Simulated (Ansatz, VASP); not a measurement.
## Two plane-wave programs on GaAs

File POSCAR:

```
GaAs
1.0
    0.0000000000      2.8455714065      2.8455714065
    2.8455714065      0.0000000000      2.8455714065
    2.8455714065      2.8455714065      0.0000000000
As Ga
1 1
Direct
    0.7500000000      0.7500000000      0.7500000000
    0.0000000000      0.0000000000      0.0000000000
```

The input INCAR.step1:

```
ALGO = Normal ; EDIFF = 1E-4
ENCUT = 520 ; GGA = PE
GGA_COMPAT = F ; ISMEAR = -1
LASPH = T ; LCHARG = F
LREAL = F ; LSORBIT = T
LWAVE = T ; MAGMOM = 0 0 0 0 0 0
NBANDS = 30 ; NELM = 150
PREC = Accurate ; SIGMA = 0.05
```

The input INCAR.step2:

```
ALGO = Normal ; EDIFF = 1E-6
ENCUT = 520 ; GGA_COMPAT = F
ISIF = 2 ; ISMEAR = -1
ISTART = 1 ; LASPH = T
LCHARG = F ; LMIXTAU = T
LORBIT = 11 ; LORBMOM = T
LREAL = F ; LSORBIT = T
LWAVE = F ; MAGMOM = 0 0 0 0 0 0
METAGGA = R2SCAN ; NBANDS = 30
NELM = 150 ; PREC = Accurate
SIGMA = 0.05
```

KPOINTS

```
k-points
0
Gamma
  8 8 8
```

Contents of input.yaml:

```yaml
crystal:
  lattice:
    - [0.0, 2.8455714065, 2.8455714065]
    - [2.8455714065, 0.0, 2.8455714065]
    - [2.8455714065, 2.8455714065, 0.0]
  atoms:
    - { symbol: As, position: [0.75, 0.75, 0.75] }
    - { symbol: Ga, position: [0.0, 0.0, 0.0] }
hamiltonian:
  xc: r2scan
  pseudopotentials: { kind: paw_fr }
magnetization:
  noncollinear: true
  spin_orbit: true
kpoints:
  mp_grid: { grid: [8, 8, 8] }
scf:
  occupations: { method: fermi_dirac, width: 0.05 }
output:
  forces: true
  stress: true
  eigenvalues: true
  write_density: true
  write_potential: true
  elf: true
  volumetric_format: npy
```

Alike in both runs: task single point; functional r2SCAN; k mesh 8 × 8 × 8; occupations fermi-dirac, width 0.05 eV; non-collinear spin, spin-orbit coupling.

|  | VASP | Ansatz |
| --- | --- | --- |
| version | VASP 6.6.1 | Ansatz 0.2.0 |
| potentials or method | VASP PAW PBE potentials, release 64 (As, Ga_d) | Ansatz PAW |
| plane-wave cutoff (eV) | 520 | 500 |
| valence electrons in the cell | 18 | 28 |

VASP gave:

* pressure (GPa): -0.8

**Question.** What did Ansatz give for the same quantities?

**Answer.** Pressure (GPa): -0.9.

VASP's potentials were made for PBE, not for r2SCAN. VASP's potentials hold 18 valence electrons a cell and Ansatz's 28, so a difference there can come from the potentials and not from the codes.
